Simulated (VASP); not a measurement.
Runs of VASP 6.6.1 on MgO. The structure is that of space group Fm-3m (No. 225), or close to it. The cells are those of the table. 

```csv
task,cell,cutoff (eV),smearing,gap on the mesh (eV),pressure (GPa)
single point,"a = 2.872 Å, angles 60.0°, 2 atoms",520,gaussian 0.01 eV,(c),21.8
single point,"a = 2.909 Å, angles 60.0°, 2 atoms",520,gaussian 0.02 eV,5.35,12.9
relaxation of cell and atoms,"relaxed from a = 3.020 Å, angles 60.0°, 2 atoms",600,gaussian 0.02 eV,4.67,0.0
relaxation of cell and atoms,"relaxed to 12 GPa from a = 2.980 Å, angles 60.0°, 2 atoms",600,gaussian 0.01 eV,(a),12.0
single point,"a = 2.880 Å, angles 60.0°, 2 atoms",520,gaussian 0.01 eV,(b),19.7
```

Alike in all rows: level PBEsol; potentials or basis VASP PAW PBE potentials, release 64 (Mg, O); no spin polarisation; k mesh 10 × 10 × 10.

Problem. Estimate the missing entries.

Solution. (a) 5.32; (b) 5.68; (c) 5.77.

Caveats: the PAW data sets were made with another functional, which shifts forces and pressure a little; the cell is relaxed towards a set pressure, so the enthalpy falls and the energy may rise (some runs).

